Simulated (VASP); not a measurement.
# SnO2 (Pnnm) in VASP: a series of runs, part 3 of 3

VASP 6.6.1. The steps go on from the part before.

## (5) Single point, LDA (atoms shifted along a free coordinate)

File INCAR:

```
  ALGO = Normal
  EDIFF = 1E-7
  ENCUT = 520
  GGA = CA
  ISIF = 2
  ISMEAR = 0
  LASPH = T
  LCHARG = F
  LREAL = F
  LWAVE = F
  NBANDS = 35
  NELM = 80
  PREC = Accurate
  SIGMA = 0.05
```

File KPOINTS:

```
k-points
0
Gamma
  6 6 8
```

File POSCAR:

```
SnO2
1.0
    4.7924604755      0.0000000000      0.0000000000
    0.0000000000      4.7929689394      0.0000000000
    0.0000000000      0.0000000000      3.2376852524
Sn O
2 4
Direct
    0.5000000000      0.5000000000      0.5000000000
    0.0000000000      0.0000000000      0.0000000000
    0.3059920358      0.2715746941      0.0000000000
    0.8059920358      0.2284253059      0.5000000000
    0.1940079642      0.7715746941      0.5000000000
    0.6940079642      0.7284253059      0.0000000000
```

Potentials or basis: VASP PAW LDA potentials, release 64 (Sn_d, O).

Launch:

```bash
$ cat potpaw_LDA.64/Sn_d/POTCAR potpaw_LDA.64/O/POTCAR > POTCAR
$ mpirun -np 1 vasp_std > vasp.out
```

OUTCAR:

```text
EDIFF = 1E-7
   ENCUT = 520
   GGA = CA
   ISIF = 2
   ISMEAR = 0
   LASPH = T
   LREAL = F
   NELM = 80
   PREC = Accurate

 ion  position               nearest neighbor table
   1  0.500  0.500  0.500-   4 1.96   5 1.96   3 2.16   6 2.16   3 2.16   6 2.16   2 3.76   2 3.76
                             2 3.76   2 3.76   2 3.76   2 3.76   2 3.76   2 3.76
   2  0.000  0.000  0.000-   3 1.96   6 1.96   5 2.16   4 2.16   4 2.16   5 2.16   1 3.76   1 3.76
                             1 3.76   1 3.76   1 3.76   1 3.76   1 3.76   1 3.76
   3  0.306  0.272  0.000-   2 1.96   1 2.16   1 2.16
   4  0.806  0.228  0.500-   1 1.96   2 2.16   2 2.16
   5  0.194  0.772  0.500-   1 1.96   2 2.16   2 2.16
   6  0.694  0.728  0.000-   2 1.96   1 2.16   1 2.16

  LATTYP: Found a simple orthorhombic cell.
 ALAT       =     3.2376852524
 B/A-ratio  =     1.4802119730
 C/A-ratio  =     1.4803690185

  Lattice vectors:

 A1 = (   0.0000000000,   0.0000000000,   3.2376852524)
 A2 = (   4.7924604755,   0.0000000000,   0.0000000000)
 A3 = (   0.0000000000,   4.7929689394,   0.0000000000)

Analysis of symmetry for initial positions (statically):
=====================================================================
 Subroutine PRICEL returns:
 Original cell was already a primitive cell.

 Routine SETGRP: Setting up the symmetry group for a
 simple orthorhombic supercell.

 Subroutine GETGRP returns: Found  8 space group operations
 (whereof  4 operations were pure point group operations)
 out of a pool of  8 trial point group operations.

The static configuration has the point symmetry C_2h.
 The point group associated with its full space group is D_2h.

Analysis of symmetry for dynamics (positions and initial velocities):
=====================================================================
 Subroutine PRICEL returns:
 Original cell was already a primitive cell.

 Routine SETGRP: Setting up the symmetry group for a
 simple orthorhombic supercell.

 Subroutine GETGRP returns: Found  8 space group operations
 (whereof  4 operations were pure point group operations)
 out of a pool of  8 trial point group operations.

The dynamic configuration has the point symmetry C_2h.
 The point group associated with its full space group is D_2h.

 Subroutine INISYM returns: Found  8 space group operations
 (whereof  4 operations are pure point group operations),
 and found     1 'primitive' translations

----------------------------------------------------------------------------------------

                                     Primitive cell

  volume of cell :      74.3700

  direct lattice vectors                    reciprocal lattice vectors
     4.792460476  0.000000000  0.000000000     0.208661084  0.000000000  0.000000000
     0.000000000  4.792968939  0.000000000     0.000000000  0.208638949  0.000000000
     0.000000000  0.000000000  3.237685252     0.000000000  0.000000000  0.308862636

  length of vectors
     4.792460476  4.792968939  3.237685252     0.208661084  0.208638949  0.308862636

  position of ions in fractional coordinates (direct lattice)
     0.500000000  0.500000000  0.500000000
     0.000000000  0.000000000  0.000000000
     0.305992036  0.271574694  0.000000000
     0.805992036  0.228425306  0.500000000
     0.194007964  0.771574694  0.500000000
[... 42 lines left out ...]
  0.500000  0.000000  0.000000      1.000000
  0.000000  0.166667  0.000000      2.000000
  0.166667  0.166667  0.000000      4.000000
[... 16 lines left out ...]
  0.333333  0.166667  0.125000      8.000000
  0.500000  0.166667  0.125000      4.000000
 [... further k-points ...]
   k-points           NKPTS =     80   k-points in BZ     NKDIM =     80   number of bands    NBANDS=     35
   number of dos      NEDOS =    301   number of ions     NIONS =      6
   total plane-waves  NPLWV =  31104
   dimension x,y,z NGX =    36 NGY =   36 NGZ =   24
   dimension x,y,z NGXF=    72 NGYF=   72 NGZF=   48
   ions per type =               2   4
   NGX,Y,Z   is equivalent  to a cutoff of  12.49, 12.49, 12.32 a.u.
   NGXF,Y,Z  is equivalent  to a cutoff of  24.98, 24.97, 24.65 a.u.
 SYSTEM =  unknown system
   PREC   = accura    normal or accurate (medium, high low for compatibility)
   ISTART =      0    job   : 0-new  1-cont  2-samecut
   ICHARG =      2    charge: 1-file 2-atom 10-const
   ISPIN  =      1    spin polarized calculation?
   LNONCOLLINEAR =      F non collinear calculations
   LSORBIT =      F    spin-orbit coupling
   LASPH  =      T    aspherical Exc in radial PAW
   ENCUT  =  520.0 eV  38.22 Ry    6.18 a.u.   8.91  8.91  6.02*2*pi/ulx,y,z
   NELM   =     80;   NELMIN=  2; NELMDL= -5     # of ELM steps
   EDIFF  = 0.1E-06   stopping-criterion for ELM
   LREAL  =      F    real-space projection
   EDIFFG = 0.1E-05   stopping-criterion for IOM
   NSW    =      0    number of steps for IOM
   IBRION =     -1    ionic relax: 0-MD 1-quasi-New 2-CG
   NFREE  =      0    steps in history (QN), initial steepest desc. (CG)
   ISIF   =      2    stress and relaxation
   ISYM   =      2    0-nonsym 1-usesym 2-fastsym
   POTIM  = 0.5000    time-step for ionic-motion
   TEBEG  =    0.0;   TEEND  =   0.0 temperature during run
   PSTRESS=    0.0 pullay stress
   NELECT =      52.0000    total number of electrons
   NUPDOWN=      -1.0000    fix difference up-down
   EMIN   =  10.00;   EMAX   =-10.00  energy-range for DOS
   EFERMI =   0.00;   METHOD = LEGACY
   ISMEAR =     0;   SIGMA  =   0.05  broadening in eV -4-tet -1-fermi 0-gaus
   EFERMI_NEDOS =   21; number of points for ismear=-14 and -15
   IALGO  =     38    algorithm
   IMIX   =      4    mixing-type and parameters
     AMIX     =   0.40;   BMIX     =  1.00
     AMIX_MAG =   1.60;   BMIX_MAG =  1.00
  volume/ion in A,a.u.               =      12.39        83.65
  Fermi-wavevector in a.u.,A,eV,Ry     =   1.453037  2.745842 28.726207  2.111317
  Thomas-Fermi vector in A             =   2.570350
   LORBIT       =      0    0 simple, 1 ext, 2 COOP (PROOUT), +10 PAW based schemes
   GGA     = CA    functional components
   LHFCALC =     F    Hartree Fock is set to
   AEXX    =    0.0000 exact exchange contribution
   IVDW    =     0    specifies the selected vdW correction
   LEPSILON=     F    determine dielectric tensor
   LRPA    =     F    only Hartree local field effects (RPA)
 non-spin polarized calculation
 Gauss-broadening in eV      SIGMA  =   0.05
  energy-cutoff  :      520.00
  volume of cell :       74.37
 maximum number of plane-waves:      2044
 NGX is ok and might be reduce to    36
   NGX = 17   NGY = 17   NGZ = 13

 number of electron      52.0000015 magnetization

 Free energy of the ion-electron system (eV)
  ---------------------------------------------------
  ext. energy  EPLUGINS =         0.00000000
  ---------------------------------------------------
  free energy    TOTEN  =       -41.60476934 eV

  energy without entropy =      -41.60476934  energy(sigma->0) =      -41.60476934

 E-fermi :   5.5000     XC(G=0): -11.6200

 val. band max:        5.2933705307   @ k =   0.0000   0.1667   0.0000
 cond. band min:       5.9487109393   @ k =   0.0000   0.0000   0.0000
 fundamental gap:      0.6553404086
 Fermi energy:         5.4999993217

 k-point     1 :       0.0000    0.0000    0.0000
  band No.  band energies     occupation
      1     -15.7098      2.00000
      2     -15.0151      2.00000
      3     -14.7593      2.00000
      4     -14.7326      2.00000
      5     -14.6899      2.00000
      6     -14.6869      2.00000
[... 901 lines left out ...]
     34      16.4131      0.00000
     35      17.5099      0.00000

 [... further k-points ...]

------------------------ aborting loop because EDIFF is reached ----------------------------------------

  FORCE on cell =-STRESS in cart. coord.  units (eV):
  Direction    XX          YY          ZZ          XY          YZ          ZX
  --------------------------------------------------------------------------------------
  -------------------------------------------------------------------------------------
  Total       -1.3648189     -3.9294883     -5.0879689      0.0000000      0.0000000      0.0000000
  in kB      -29.4027416    -84.6542559   -109.6117837      0.0000000      0.0000000      0.0000000
  external PRESSURE =     -74.5562604 kB  Pullay stress =       0.0000000 kB

 VOLUME and BASIS-vectors are now :
 -----------------------------------------------------------------------------
  energy-cutoff  :      520.00
  volume of cell :       74.37
      direct lattice vectors                 reciprocal lattice vectors
     4.792460476  0.000000000  0.000000000     0.208661084  0.000000000  0.000000000
     0.000000000  4.792968939  0.000000000     0.000000000  0.208638949  0.000000000
     0.000000000  0.000000000  3.237685252     0.000000000  0.000000000  0.308862636

 POSITION                                       TOTAL-FORCE (eV/Angst)
 -----------------------------------------------------------------------------------
      2.39623      2.39648      1.61884         0.000000      0.000000      0.000000
      0.00000      0.00000      0.00000         0.000000      0.000000      0.000000
      1.46645      1.30165      0.00000         1.532074      1.707489     -0.000000
      3.86268      1.09484      1.61884         1.532074     -1.707489     -0.000000
      0.92978      3.69813      1.61884        -1.532074      1.707489      0.000000
      3.32601      3.49132      0.00000        -1.532074     -1.707489      0.000000
 -----------------------------------------------------------------------------------
    total drift:                               -0.000000      0.000000      0.000000

  FREE ENERGIE OF THE ION-ELECTRON SYSTEM (eV)
  ---------------------------------------------------
  free  energy   TOTEN  =       -41.6047693386 eV

  energy  without entropy=      -41.6047693386  energy(sigma->0) =      -41.60476934
```

Run time: 5.1 min. Hardware: 1 thread of AMD EPYC 7R13, shared host; peak memory 0.24 GiB.

What came out:

| Item | Value |
| --- | --- |
| Free energy | -41.6048 eV |
| Pressure | -7.5 GPa |
| Largest force | 2.294 eV/Å |
| Band gap on the k mesh | 0.66 eV (least direct gap 0.71 eV) |

Forces in eV/Å, atoms in the order of the input:
```
Sn   0.000  0.000  0.000
Sn   0.000  0.000  0.000
O    1.532  1.707  0.000
O    1.532 -1.707  0.000
O   -1.532  1.707  0.000
O   -1.532 -1.707  0.000
```

Stress tensor (GPa, compression positive):
```
 -2.94   0.00   0.00
  0.00  -8.47   0.00
  0.00   0.00 -10.96
```

Levels at points of the mesh, in eV from the valence-band top:
| k point | band 24 | band 25 | band 26 | band 27 | band 28 | band 29 |
| --- | --- | --- | --- | --- | --- | --- |
| (0.00, 0.00, 0.00) | -0.65 | -0.57 | -0.05 | 0.66 | 5.84 | 5.84 |
| (0.50, 0.00, 0.00) | -1.09 | -0.45 | -0.45 | 4.07 | 4.07 | 7.28 |
| (0.00, 0.50, 0.00) | -1.08 | -0.33 | -0.33 | 3.91 | 3.91 | 6.75 |
| (0.50, 0.50, 0.00) | -1.26 | -0.70 | -0.70 | 4.74 | 4.74 | 7.26 |
| (0.00, 0.00, 0.50) | -1.53 | -0.99 | -0.99 | 5.36 | 5.36 | 8.70 |
| (0.50, 0.00, 0.50) | -1.05 | -0.45 | -0.45 | 5.60 | 5.60 | 7.11 |
| (0.00, 0.50, 0.50) | -0.78 | -0.75 | -0.75 | 5.71 | 5.71 | 7.20 |
| (0.50, 0.50, 0.50) | -0.63 | -0.60 | -0.60 | 3.51 | 3.51 | 9.09 |

Caveat: the cell differs from its parent crystal (atoms shifted along a free coordinate); the stress differs along the axes, from -11 to -3 GPa; semilocal functionals underestimate gaps, and a narrow one can read as zero; spin-orbit coupling is left out, which moves the levels of the heavy elements; forces of over 1 eV/Å act on the atoms, so gaps and moduli don't describe the material at rest. A k mesh can miss the band edges.

## (6) Single point, LDA (atoms shifted along a free coordinate)

File INCAR:

```
SYSTEM = SnO2
PREC = Accurate
ENCUT = 520
EDIFF = 1E-6
ISMEAR = 0
SIGMA = 0.05
LREAL = .False.
LASPH = .True.
NELM = 100
ALGO = Normal
ISIF = 2
LWAVE = .False.
LCHARG = .False.
GGA = CA
NBANDS = 35
```

File KPOINTS:

```
regular mesh
0
Gamma
  6 6 8
  0 0 0
```

File POSCAR:

```
SnO2
1.0
    4.6455914113      0.0000000000      0.0000000000
    0.0000000000      4.6460842930      0.0000000000
    0.0000000000      0.0000000000      3.1384636093
Sn O
2 4
Direct
    0.5000000000      0.5000000000      0.5000000000
    0.0000000000      0.0000000000      0.0000000000
    0.3059920358      0.3234744991      0.0000000000
    0.8059920358      0.1765255009      0.5000000000
    0.1940079642      0.8234744991      0.5000000000
    0.6940079642      0.6765255009      0.0000000000
```

Potentials or basis: VASP PAW LDA potentials, release 64 (Sn_d, O).

Launch:

```bash
$ cat potpaw_LDA.64/Sn_d/POTCAR potpaw_LDA.64/O/POTCAR > POTCAR
$ mpirun -np 1 vasp_std > vasp.out
```

Wall time 57 s (1 thread of Intel Xeon 6975P-C (Granite Rapids), shared host); peak memory 0.26 GiB.

The run converged. Its results:

```yaml
Free_energy: -41.9003 eV
Pressure: 16.2 GPa
Largest_force: 1.835 eV/Å
Band_gap_on_the_k_mesh: 1.96 eV
```

Forces in eV/Å, atoms in the order of the input:
```
Sn   0.000  0.000  0.000
Sn   0.000  0.000  0.000
O   -1.322 -1.272  0.000
O   -1.322  1.272  0.000
O    1.322 -1.272  0.000
O    1.322  1.272  0.000
```

Stress tensor (GPa, compression positive):
```
13.59  0.00  0.00
 0.00 12.40  0.00
 0.00  0.00 22.74
```

Levels at points of the mesh, in eV from the valence-band top:
| k point | band 23 | band 24 | band 25 | band 26 | band 27 | band 28 | band 29 | band 30 |
| --- | --- | --- | --- | --- | --- | --- | --- | --- |
| (0.00, 0.00, 0.00) | -1.10 | -0.79 | -0.77 | 0.00 | 1.96 | 6.13 | 6.48 | 6.54 |
| (0.50, 0.00, 0.00) | -1.12 | -1.12 | -0.64 | -0.64 | 4.88 | 4.88 | 6.86 | 6.86 |
| (0.00, 0.50, 0.00) | -1.12 | -1.12 | -0.75 | -0.75 | 4.98 | 4.98 | 7.19 | 7.19 |
| (0.50, 0.50, 0.00) | -1.22 | -1.22 | -0.91 | -0.91 | 5.14 | 5.14 | 7.60 | 7.60 |
| (0.00, 0.00, 0.50) | -1.79 | -1.79 | -1.35 | -1.35 | 6.95 | 6.95 | 9.88 | 9.88 |
| (0.50, 0.00, 0.50) | -1.15 | -1.15 | -0.57 | -0.57 | 7.28 | 7.28 | 8.34 | 8.34 |
| (0.00, 0.50, 0.50) | -1.24 | -1.24 | -0.51 | -0.51 | 7.22 | 7.22 | 8.21 | 8.21 |
| (0.50, 0.50, 0.50) | -1.13 | -1.13 | -0.87 | -0.87 | 5.81 | 5.81 | 8.65 | 8.65 |

Caveat: the cell differs from its parent crystal (atoms shifted along a free coordinate); the stress differs along the axes, from 12 to 23 GPa; spin-orbit coupling is left out, which moves the levels of the heavy elements; forces of over 1 eV/Å act on the atoms, so gaps and moduli don't describe the material at rest.

## (7) Summary

| cell | gap on the mesh (eV) | pressure (GPa) | largest force (eV/Å) |
| --- | --- | --- | --- |
| a = 4.792, b = 4.793, c = 3.238 Å, 6 atoms, atomic positions A | 0.88 | -5.4 | 1.11 |
| a = 4.792, b = 4.793, c = 3.238 Å, 6 atoms, atomic positions B | 0.69 | -7.7 | 0.12 |
| a = 4.792, b = 4.793, c = 3.238 Å, 6 atoms, atomic positions C | 1.05 | -1.8 | 2.42 |
| a = 4.792, b = 4.793, c = 3.238 Å, 6 atoms, atomic positions D | 0.66 | -7.5 | 2.29 |
| a = 4.646, b = 4.646, c = 3.138 Å, 6 atoms, atomic positions A | 1.96 | 16.2 | 1.83 |

Alike in all rows: task single point; level LDA; potentials or basis VASP PAW LDA potentials, release 64 (Sn_d, O); no spin polarisation; k mesh 6 × 6 × 8; cutoff (eV) 520; smearing gaussian 0.05 eV.

Caveats: spin-orbit coupling is left out, which moves the levels of the heavy elements; forces of over 1 eV/Å act on the atoms, so gaps and moduli don't describe the material at rest (at least some runs); the cell stands under tension (at least some runs); semilocal functionals underestimate gaps, and a narrow one can read as zero (at least some runs); the stress differs along the axes, from -11 to -3 GPa (at least some runs); the stress differs along the axes, from 12 to 23 GPa (at least some runs).

Absolute energies hang on the potentials; compare differences alone.
